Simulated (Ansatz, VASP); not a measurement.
K in VASP and in Ansatz

File POSCAR:

```
K
1.0
   -2.6975585167      2.6975585167      2.6975585167
    2.6975585167     -2.6975585167      2.6975585167
    2.6975585167      2.6975585167     -2.6975585167
K
1
Direct
    0.0000000000      0.0000000000      0.0000000000
```

The input INCAR.step1:

```
SYSTEM = K
ALGO = Normal
EDIFF = 1E-5
ENCUT = 520
GGA = PE
ISIF = 2
ISMEAR = -1
LASPH = .TRUE.
LCHARG = .FALSE.
LREAL = .FALSE.
LWAVE = .TRUE.
NBANDS = 10
NELM = 100
PREC = Accurate
SIGMA = 0.05
```

The input INCAR.step2:

```
SYSTEM = K
ALGO = Normal
EDIFF = 1E-6
ENCUT = 520
GGA = PE
HFSCREEN = 0.2079
ISIF = 2
ISMEAR = -1
ISTART = 1
IVDW = 12
LASPH = .TRUE.
LCHARG = .FALSE.
LHFCALC = .TRUE.
LREAL = .FALSE.
LWAVE = .FALSE.
NBANDS = 10
NELM = 100
PREC = Accurate
PRECFOCK = Normal
SIGMA = 0.05
VDW_A1 = 0.383
VDW_A2 = 5.685
VDW_S6 = 1.0
VDW_S8 = 2.31
```

Contents of KPOINTS:

```
k-points
0
G
  5 5 5
  0 0 0
```

File input.yaml:

```yaml
crystal:
  lattice:
    - [-2.6975585167, 2.6975585167, 2.6975585167]
    - [2.6975585167, -2.6975585167, 2.6975585167]
    - [2.6975585167, 2.6975585167, -2.6975585167]
  atoms:
    - { symbol: K, position: [0.0, 0.0, 0.0] }
hamiltonian:
  xc: hse06
  pseudopotentials: { kind: paw, source: ansatz }
  dispersion: d3bj
kpoints:
  mp_grid: { grid: [5, 5, 5] }
scf:
  occupations: { method: fermi_dirac, width: 0.05 }
output:
  forces: true
  stress: true
  eigenvalues: true
basis:
  ecutwfc: "36.7 Ry"
```

Alike in both runs: task single point; functional HSE06; dispersion D3(BJ); k mesh 5 × 5 × 5; occupations fermi-dirac, width 0.05 eV; no spin polarisation.

```csv
,VASP,Ansatz
version,VASP 6.6.1,Ansatz 0.2.0
potentials or method,"VASP PAW PBE potentials, release 64 (K_sv), cutoff 520 eV",Ansatz PAW earlier set
valence electrons in the cell,9,9
```

|  | VASP | Ansatz | Ansatz less VASP |
| --- | --- | --- | --- |
| gap on the k mesh at the Fermi level (eV) | none | none | - |
| pressure (GPa) | -0.5 | -0.5 | +0.01 |

A gap of «none» marks a metal or a gap that the smearing closes.
